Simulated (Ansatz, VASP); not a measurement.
## BN in VASP and in Ansatz

```
B N
1.0
     0.00000    1.81637    1.81637
     1.81637    0.00000    1.81637
     1.81637    1.81637    0.00000
B N
1 1
Cartesian
  0.0000 0.0000 0.0000
  0.9082 0.9082 0.9082
```

Alike in both runs: functional r2SCAN; k mesh 14 × 14 × 14; occupations fermi-dirac, width 0.02 eV; no spin polarisation.

Ansatz relaxed the structure, and its values are those at the end. VASP's run is a single point on that final structure, the one shown.

|  | VASP | Ansatz |
| --- | --- | --- |
| version | VASP 6.6.1 | Ansatz 0.2.0 |
| potentials or method | VASP PAW PBE potentials, release 64 (B_h, N_h), cutoff 910 eV | PAW plane waves |
| valence electrons in the cell | 8 | 8 |

|  | VASP | Ansatz | Ansatz less VASP |
| --- | --- | --- | --- |
| gap on the k mesh at the Fermi level (eV) | 4.97 | 4.97 | -0.004 |

VASP's potentials were made for PBE, not for r2SCAN. The functional is the same, so the differences come from potentials, cutoffs and numerics. Ansatz's warnings: stress scf threshold loose.

Noted on VASP's run: the cutoff is short for stress, so the pressure is rough.
